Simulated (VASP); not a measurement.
# Sn4O7 (a cell with a defect) in VASP: further runs

Runs on Sn4O7 (a cell with a defect). Level: PBEsol+D3(BJ). Tasks: single point.

Everything below comes from runs of VASP 6.6.1. Logs are shortened: lines on timing, memory, paths and dates and some standing lists are left out, and cuts for length are marked.

### Step 1. The cell of the first run

The cell holds a defect, 11 atoms: a = 5.540 Å, b = 5.540 Å, c = 5.540 Å, α = 70.97°, β = 70.97°, γ = 70.97°.

### Step 2. Single point, PBEsol+D3(BJ)

INCAR

```
SYSTEM = Sn4O7
ALGO     = Normal         ! electronic algorithm
EDIFF    = 1E-6           ! SCF threshold, eV
ENCUT    = 520            ! plane-wave cutoff, eV
GGA      = PS             ! functional
ISIF     = 2              ! what is computed and relaxed
ISMEAR   = 0              ! smearing method
IVDW     = 12             ! dispersion correction
LASPH    = .TRUE.         ! aspherical terms in the spheres
LCHARG   = .FALSE.        ! write CHGCAR
LREAL    = .FALSE.        ! projectors in reciprocal space
LWAVE    = .FALSE.        ! write WAVECAR
NBANDS   = 60             ! bands
NELECT   = 96.0         
NELM     = 80             ! most SCF steps
PREC     = Accurate       ! precision mode
SIGMA    = 0.05           ! smearing width, eV
```

KPOINTS

```
k-points
0
G
  6 6 6
  0 0 0
```

POSCAR

```
Sn4O7
1.0
    3.2156683686      1.8565669983      4.1108686860
   -3.2156683686      1.8565669983      4.1108686860
    0.0000000000     -3.7131339965      4.1108686860
Sn O
4 7
Direct
    0.8647871667      0.8647871667      0.8647871667
    0.3647871667      0.3647871667      0.8647871667
    0.3647871667      0.8647871667      0.3647871667
    0.8647871667      0.3647871667      0.3647871667
    0.6190548989      0.1190548989      0.6190548989
    0.6190548989      0.6190548989      0.1190548989
    0.6257307306      0.7179325017      0.7179325017
    0.1190548989      0.1190548989      0.1190548989
    0.1105194344      0.1105194344      0.6105194344
    0.1105194344      0.6105194344      0.1105194344
    0.6105194344      0.1105194344      0.1105194344
```

Potentials or basis: VASP PAW PBE potentials, release 64 (Sn_d, O).

Launch:

```bash
$ cat potpaw_PBE.64/Sn_d/POTCAR potpaw_PBE.64/O/POTCAR > POTCAR
$ mpirun -np 1 vasp_std > vasp.out
```

OUTCAR:

```text
SYSTEM = Sn4O7
   EDIFF = 1E-6
   ENCUT = 520
   GGA = PS
   ISIF = 2
   ISMEAR = 0
   IVDW = 12
   LASPH = .TRUE.
   LREAL = .FALSE.
   NELECT = 96.0
   NELM = 80
   PREC = Accurate
 IVDW          = 12

 ion  position               nearest neighbor table
   1  0.865  0.865  0.865-  10 2.10  11 2.10   9 2.10   5 2.10   6 2.10   7 2.22   2 3.22   2 3.22
                             3 3.22   4 3.22   4 3.22   3 3.22
   2  0.365  0.365  0.865-  10 2.10  11 2.10   5 2.10   8 2.10   7 2.57   1 3.22   1 3.22   3 3.22
                             3 3.22   4 3.22   4 3.22
   3  0.365  0.865  0.365-   9 2.10  11 2.10   6 2.10   8 2.10   7 2.57   4 3.22   4 3.22   2 3.22
                             1 3.22   1 3.22   2 3.22
   4  0.865  0.365  0.365-   9 2.10  10 2.10   6 2.10   8 2.10   5 2.10   3 3.22   3 3.22   1 3.22
                             1 3.22   2 3.22   2 3.22
   5  0.619  0.119  0.619-   1 2.10   2 2.10   4 2.10
   6  0.619  0.619  0.119-   3 2.10   4 2.10   1 2.10
   7  0.626  0.718  0.718-   1 2.22   3 2.57   2 2.57
   8  0.119  0.119  0.119-   3 2.10   4 2.10   2 2.10
   9  0.111  0.111  0.611-   3 2.10   4 2.10   1 2.10
  10  0.111  0.611  0.111-   1 2.10   2 2.10   4 2.10
  11  0.611  0.111  0.111-   1 2.10   2 2.10   3 2.10

  LATTYP: Found a trigonal (rhomboedric) cell.
 ALAT       =     5.5395492082
 COS(alpha) =     0.3260562443

  Lattice vectors:

 A1 = (   3.2156683686,   1.8565669983,   4.1108686860)
 A2 = (  -3.2156683686,   1.8565669983,   4.1108686860)
 A3 = (   0.0000000000,  -3.7131339965,   4.1108686860)

Analysis of symmetry for initial positions (statically):
=====================================================================
 Subroutine PRICEL returns:
 Original cell was already a primitive cell.

 Routine SETGRP: Setting up the symmetry group for a
 trigonal (rhombohedral) supercell.

 Subroutine GETGRP returns: Found  2 space group operations
 (whereof  2 operations were pure point group operations)
 out of a pool of 12 trial point group operations.

The static configuration has the point symmetry C_1h.

Analysis of symmetry for dynamics (positions and initial velocities):
=====================================================================
 Subroutine PRICEL returns:
 Original cell was already a primitive cell.

 Routine SETGRP: Setting up the symmetry group for a
 trigonal (rhombohedral) supercell.

 Subroutine GETGRP returns: Found  2 space group operations
 (whereof  2 operations were pure point group operations)
 out of a pool of 12 trial point group operations.

The dynamic configuration has the point symmetry C_1h.

 Subroutine INISYM returns: Found  2 space group operations
 (whereof  2 operations are pure point group operations),
 and found     1 'primitive' translations

----------------------------------------------------------------------------------------

                                     Primitive cell

  volume of cell :     147.2539

  direct lattice vectors                    reciprocal lattice vectors
     3.215668369  1.856566998  4.110868686     0.155488671  0.089771426  0.081085863
    -3.215668369  1.856566998  4.110868686    -0.155488671  0.089771426  0.081085863
     0.000000000 -3.713133996  4.110868686     0.000000000 -0.179542852  0.081085863

  length of vectors
     5.539549208  5.539549208  5.539549208     0.197003941  0.197003941  0.197003941

  position of ions in fractional coordinates (direct lattice)
     0.864787167  0.864787167  0.864787167
     0.364787167  0.364787167  0.864787167
     0.364787167  0.864787167  0.364787167
     0.864787167  0.364787167  0.364787167
     0.619054899  0.119054899  0.619054899
     0.619054899  0.619054899  0.119054899
     0.625730731  0.717932502  0.717932502
     0.119054899  0.119054899  0.119054899
     0.110519434  0.110519434  0.610519434
     0.110519434  0.610519434  0.110519434
     0.610519434  0.110519434  0.110519434

  ion indices of the primitive-cell ions
   primitive index   ion index
                 1           1
                 2           2
                 3           3
                 4           4
                 5           5
                 6           6
                 7           7
                 8           8
                 9           9
                10          10
                11          11

----------------------------------------------------------------------------------------

 KPOINTS: k-points

Automatic generation of k-mesh.
 Grid dimensions read from file:
 generate k-points for:    6    6    6

 Generating k-lattice:

  Cartesian coordinates                     Fractional coordinates (reciprocal lattice)
     0.025914778  0.014961904  0.013514310     0.166666667  0.000000000  0.000000000
    -0.025914778  0.014961904  0.013514310     0.000000000  0.166666667  0.000000000
     0.000000000 -0.029923809  0.013514310     0.000000000  0.000000000  0.166666667

  Length of vectors
     0.032833990  0.032833990  0.032833990

  Shift w.r.t. Gamma in fractional coordinates (k-lattice)
     0.000000000  0.000000000  0.000000000

 Subroutine IBZKPT returns following result:
 ===========================================

 Found     68 irreducible k-points:

 Following reciprocal coordinates:
            Coordinates               Weight
  0.000000  0.000000  0.000000      1.000000
  0.166667 -0.000000 -0.000000      2.000000
 -0.000000  0.166667 -0.000000      4.000000
  0.333333  0.000000 -0.000000      2.000000
  0.000000  0.333333 -0.000000      4.000000
  0.500000  0.000000 -0.000000      1.000000
[... 16 lines left out ...]
  0.500000  0.333333  0.000000      4.000000
 -0.000000  0.500000  0.333333      4.000000
 [... further k-points ...]
   k-points           NKPTS =     68   k-points in BZ     NKDIM =     68   number of bands    NBANDS=     60
   number of dos      NEDOS =    301   number of ions     NIONS =     11
   total plane-waves  NPLWV =  74088
   dimension x,y,z NGX =    42 NGY =   42 NGZ =   42
   dimension x,y,z NGXF=    84 NGYF=   84 NGZF=   84
   ions per type =               4   7
   NGX,Y,Z   is equivalent  to a cutoff of  12.60, 12.60, 12.60 a.u.
   NGXF,Y,Z  is equivalent  to a cutoff of  25.21, 25.21, 25.21 a.u.
 SYSTEM =  Sn4O7
   PREC   = accura    normal or accurate (medium, high low for compatibility)
   ISTART =      0    job   : 0-new  1-cont  2-samecut
   ICHARG =      2    charge: 1-file 2-atom 10-const
   ISPIN  =      1    spin polarized calculation?
   LNONCOLLINEAR =      F non collinear calculations
   LSORBIT =      F    spin-orbit coupling
   LASPH  =      T    aspherical Exc in radial PAW
   ENCUT  =  520.0 eV  38.22 Ry    6.18 a.u.  10.30 10.30 10.30*2*pi/ulx,y,z
   NELM   =     80;   NELMIN=  2; NELMDL= -5     # of ELM steps
   EDIFF  = 0.1E-05   stopping-criterion for ELM
   LREAL  =      F    real-space projection
   EDIFFG = 0.1E-04   stopping-criterion for IOM
   NSW    =      0    number of steps for IOM
   IBRION =     -1    ionic relax: 0-MD 1-quasi-New 2-CG
   NFREE  =      0    steps in history (QN), initial steepest desc. (CG)
   ISIF   =      2    stress and relaxation
   ISYM   =      2    0-nonsym 1-usesym 2-fastsym
   POTIM  = 0.5000    time-step for ionic-motion
   TEBEG  =    0.0;   TEEND  =   0.0 temperature during run
   PSTRESS=    0.0 pullay stress
   NELECT =      96.0000    total number of electrons
   NUPDOWN=      -1.0000    fix difference up-down
   EMIN   =  10.00;   EMAX   =-10.00  energy-range for DOS
   EFERMI =   0.00;   METHOD = LEGACY
   ISMEAR =     0;   SIGMA  =   0.05  broadening in eV -4-tet -1-fermi 0-gaus
   EFERMI_NEDOS =   21; number of points for ismear=-14 and -15
   IALGO  =     38    algorithm
   IMIX   =      4    mixing-type and parameters
     AMIX     =   0.40;   BMIX     =  1.00
     AMIX_MAG =   1.60;   BMIX_MAG =  1.00
  volume/ion in A,a.u.               =      13.39        90.34
  Fermi-wavevector in a.u.,A,eV,Ry     =   1.419525  2.682513 27.416430  2.015051
  Thomas-Fermi vector in A             =   2.540536
   LORBIT       =      0    0 simple, 1 ext, 2 COOP (PROOUT), +10 PAW based schemes
   GGA     = PS    functional components
   LHFCALC =     F    Hartree Fock is set to
   AEXX    =    0.0000 exact exchange contribution
   IVDW    =    12    specifies the selected vdW correction
   LEPSILON=     F    determine dielectric tensor
   LRPA    =     F    only Hartree local field effects (RPA)
 non-spin polarized calculation
 Gauss-broadening in eV      SIGMA  =   0.05
  energy-cutoff  :      520.00
  volume of cell :      147.25
 maximum number of plane-waves:      3982
 NGX is ok and might be reduce to    42
   NGX = 21   NGY = 21   NGZ = 21

 number of electron      95.9999992 magnetization

 Free energy of the ion-electron system (eV)
  ---------------------------------------------------
  ext. energy  EPLUGINS =         0.00000000
  ---------------------------------------------------
  free energy    TOTEN  =       -77.66215907 eV

  energy without entropy =      -77.65874498  energy(sigma->0) =      -77.66045203

 E-fermi :   5.5504     XC(G=0): -10.8902

 val. band max:        5.5462747475   @ k =   0.0000   0.5000  -0.0000
 cond. band min:       5.5553657989   @ k =  -0.1667   0.3333   0.1667
 fundamental gap:      0.0090910514
 Fermi energy:         5.5504013874

 k-point     1 :       0.0000    0.0000    0.0000
  band No.  band energies     occupation
      1     -15.7629      2.00000
      2     -15.6434      2.00000
      3     -15.2777      2.00000
      4     -14.9202      2.00000
      5     -14.8012      2.00000
      6     -14.7936      2.00000
[... 52 lines left out ...]
     59      13.5283      0.00000
     60      14.1733      0.00000

 k-point     2 :       0.1667   -0.0000   -0.0000
  band No.  band energies     occupation
      1     -15.7186      2.00000
      2     -15.5954      2.00000
      3     -15.2615      2.00000
      4     -14.9157      2.00000
      5     -14.8388      2.00000
      6     -14.7834      2.00000
[... 1383 lines left out ...]
      4     -15.1019      2.00000
      5     -15.0735      2.00000
      6     -14.8917      2.00000
[... 52 lines left out ...]
     59      13.9629      0.00000
     60      14.9740      0.00000

 [... further k-points ...]

------------------------ aborting loop because EDIFF is reached ----------------------------------------

 Edisp (eV)   -2.10240

 E8    (eV) :    -1.3440

  FORCE on cell =-STRESS in cart. coord.  units (eV):
  Direction    XX          YY          ZZ          XY          YZ          ZX
  --------------------------------------------------------------------------------------
  -------------------------------------------------------------------------------------
  Total     -20.29291   -20.42739   -33.69995     0.11647     0.79176     1.37137
  in kB    -220.79441  -222.25763  -366.66805     1.26719     8.61467    14.92104
  external pressure =     -269.91 kB  Pullay stress =        0.00 kB

 VOLUME and BASIS-vectors are now :
 -----------------------------------------------------------------------------
  energy-cutoff  :      520.00
  volume of cell :      147.25
      direct lattice vectors                 reciprocal lattice vectors
     3.215668369  1.856566998  4.110868686     0.155488671  0.089771426  0.081085863
    -3.215668369  1.856566998  4.110868686    -0.155488671  0.089771426  0.081085863
     0.000000000 -3.713133996  4.110868686     0.000000000 -0.179542852  0.081085863

 POSITION                                       TOTAL-FORCE (eV/Angst)
 -----------------------------------------------------------------------------------
      0.00000      0.00000     10.66508        -1.464629     -0.845604      1.377401
      0.00000     -1.85657      6.55421         1.465790     -1.228042      1.129737
     -1.60783      0.92828      6.55421        -0.330621      1.883432      1.129737
      1.60783      0.92828      6.55421         0.718365      0.414748     -1.166331
      1.60783     -0.92828      5.57913        -1.921464      1.230585      0.686025
      0.00000      1.85657      5.57913         0.104986     -2.279329      0.686025
     -0.29649     -0.17118      8.47495         1.120756      0.647069     -3.095074
      0.00000      0.00000      1.46826        -0.187040     -0.107988      0.028125
      0.00000     -1.85657      3.41843         0.600444     -0.560746     -0.249908
     -1.60783      0.92828      3.41843        -0.185399      0.800373     -0.249908
      1.60783      0.92828      3.41843         0.078813      0.045502     -0.275828
 -----------------------------------------------------------------------------------
    total drift:                                0.000125      0.000072     -0.000671

  FREE ENERGIE OF THE ION-ELECTRON SYSTEM (eV)
  ---------------------------------------------------
  free  energy   TOTEN  =       -79.7645544582 eV

  energy  without entropy=      -79.7611403679  energy(sigma->0) =      -79.76284741
```

Run time: 8.2 min. Hardware: 1 thread of Intel Xeon Platinum 8488C (Sapphire Rapids), shared host; peak memory 0.54 GiB.

What came out:

```yaml
Free_energy: -79.7646 eV
Largest_force: 3.355 eV/Å
Dispersion_energy_per_atom: -0.191 eV
```

Forces on the atoms (eV/Å):
```
Sn  -1.465 -0.846  1.377
Sn   1.466 -1.228  1.130
Sn  -0.331  1.883  1.130
Sn   0.718  0.415 -1.166
O   -1.921  1.231  0.686
O    0.105 -2.279  0.686
O    1.121  0.647 -3.095
O   -0.187 -0.108  0.028
O    0.600 -0.561 -0.250
O   -0.185  0.800 -0.250
O    0.079  0.046 -0.276
```

Caveat: the cell carries a net charge on a neutralising background, which shifts energy and pressure; the cell differs from its parent crystal (atoms taken out, atom 7 moved -0.167 of the way to it and +0.900 Å across, host rigid); the cell is charged against a uniform background, so pressure and absolute levels hang on convention; the PAW data sets were made with another functional, which shifts forces and pressure a little; spin-orbit coupling is left out, which moves the levels of the heavy elements.

(Continued in part 2 of 2.)
